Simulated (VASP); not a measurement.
# AgO (F-43m) in VASP: further runs, part 2 of 2

VASP 6.6.1. Earlier steps stand in the parts before.

### Step 3. Single point, PBEsol

This run uses another cell than the first one, of 15.36 Å³/atom, 1.023 times its volume.

INCAR reads:

```
SYSTEM = AgO
  ALGO = Normal
  EDIFF = 1E-6
  ENCUT = 520
  GGA = PS
  ISIF = 2
  ISMEAR = 1
  LASPH = .TRUE.
  LCHARG = .FALSE.
  LREAL = .FALSE.
  LWAVE = .FALSE.
  NBANDS = 16
  NELM = 100
  PREC = Accurate
  SIGMA = 0.15
```

KPOINTS reads:

```
k-points
0
G
  8 8 8
  0 0 0
```

POSCAR reads:

```
AgO
1.0
    0.0000000000      2.4857305180      2.4857305180
    2.4857305180      0.0000000000      2.4857305180
    2.4857305180      2.4857305180      0.0000000000
Ag O
1 1
Direct
    0.0000000000      0.0000000000      0.0000000000
    0.2500000000      0.2500000000      0.2500000000
```

Potentials or basis: VASP PAW PBE potentials, release 64 (Ag, O).

Run with:

```
$ cat potpaw_PBE.64/Ag/POTCAR potpaw_PBE.64/O/POTCAR > POTCAR
$ mpirun -np 1 vasp_std > vasp.out
```

OUTCAR:

```text
SYSTEM = AgO
   EDIFF = 1E-6
   ENCUT = 520
   GGA = PS
   ISIF = 2
   ISMEAR = 1
   LASPH = .TRUE.
   LREAL = .FALSE.
   NELM = 100
   PREC = Accurate

 ion  position               nearest neighbor table
   1  0.000  0.000  0.000-   2 2.15   2 2.15   2 2.15   2 2.15
   2  0.250  0.250  0.250-   1 2.15   1 2.15   1 2.15   1 2.15

  LATTYP: Found a face centered cubic cell.
 ALAT       =     4.9714610360

  Lattice vectors:

 A1 = (   0.0000000000,   2.4857305180,   2.4857305180)
 A2 = (   2.4857305180,   0.0000000000,   2.4857305180)
 A3 = (   2.4857305180,   2.4857305180,   0.0000000000)

Analysis of symmetry for initial positions (statically):
=====================================================================
 Subroutine PRICEL returns:
 Original cell was already a primitive cell.

 Routine SETGRP: Setting up the symmetry group for a
 face centered cubic supercell.

 Subroutine GETGRP returns: Found 24 space group operations
 (whereof 24 operations were pure point group operations)
 out of a pool of 48 trial point group operations.

[... 157 lines left out ...]
  ext. energy  EPLUGINS =         0.00000000
  ---------------------------------------------------
  free energy    TOTEN  =        -8.07810585 eV

  energy without entropy =       -8.07592739  energy(sigma->0) =       -8.07737970

 E-fermi :   3.6065     XC(G=0): -10.7529

 val. band max:        3.5899422383   @ k =   0.1250   0.0000   0.0000
 cond. band min:       3.6541579167   @ k =  -0.3750   0.1250   0.0000
 fundamental gap:      0.0642156784
 Fermi energy:         3.6064930391

 k-point     1 :       0.0000    0.0000    0.0000
  band No.  band energies     occupation
      1     -14.0919      2.00000
      2      -1.7504      2.00000
      3      -1.7504      2.00000
      4      -1.7504      2.00000
      5       0.6456      2.00000
      6       0.6456      2.00000
[... 433 lines left out ...]
      3      -1.1866      2.00000
      4      -0.6850      2.00000
      5       0.5738      2.00000
      6       0.8450      2.00000
[... 8 lines left out ...]
     15      22.7031      0.00000
     16      25.3022      0.00000

 [... further k-points ...]
[... 5 lines left out ...]
  --------------------------------------------------------------------------------------
  -------------------------------------------------------------------------------------
  Total       -0.3149906     -0.3149906     -0.3149906      0.0000000      0.0000000      0.0000000
  in kB      -16.4291882    -16.4291882    -16.4291882      0.0000000      0.0000000      0.0000000
  external PRESSURE =     -16.4291882 kB  Pullay stress =       0.0000000 kB

 VOLUME and BASIS-vectors are now :
 -----------------------------------------------------------------------------
  energy-cutoff  :      520.00
  volume of cell :       30.72
      direct lattice vectors                 reciprocal lattice vectors
     0.000000000  2.485730518  2.485730518    -0.201148112  0.201148112  0.201148112
     2.485730518  0.000000000  2.485730518     0.201148112 -0.201148112  0.201148112
     2.485730518  2.485730518  0.000000000     0.201148112  0.201148112 -0.201148112

 POSITION                                       TOTAL-FORCE (eV/Angst)
 -----------------------------------------------------------------------------------
      0.00000      0.00000      0.00000         0.000000      0.000000     -0.000000
      1.24287      1.24287      1.24287        -0.000000     -0.000000      0.000000
 -----------------------------------------------------------------------------------
    total drift:                                0.000000      0.000000      0.000000

  FREE ENERGIE OF THE ION-ELECTRON SYSTEM (eV)
  ---------------------------------------------------
  free  energy   TOTEN  =        -8.0781058541 eV

  energy  without entropy=       -8.0759273866  energy(sigma->0) =       -8.07737970
```

It took 33 s on 1 thread of Intel Xeon 8259CL, shared host; peak memory 0.16 GiB.

What came out:

```
Free energy : -8.0781 eV
Pressure    : -1.6 GPa
```

Levels at points of the mesh, in eV from the Fermi level:
```
           k point  band 7  band 8  band 9  band 10  band 11  band 12
(0.00, 0.00, 0.00)    0.32    0.81    0.81     0.81    13.60    13.60
(0.50, 0.00, 0.00)   -2.63   -0.02   -0.02     5.27     6.73    13.45
(0.50, 0.50, 0.00)   -1.71   -1.27   -1.27     5.88     8.50    11.20
```

Caveat: the PAW data sets were made with another functional, which shifts forces and pressure a little; an odd number of electrons without spin polarisation forces a metal; a magnetic or distorted state may lie lower.
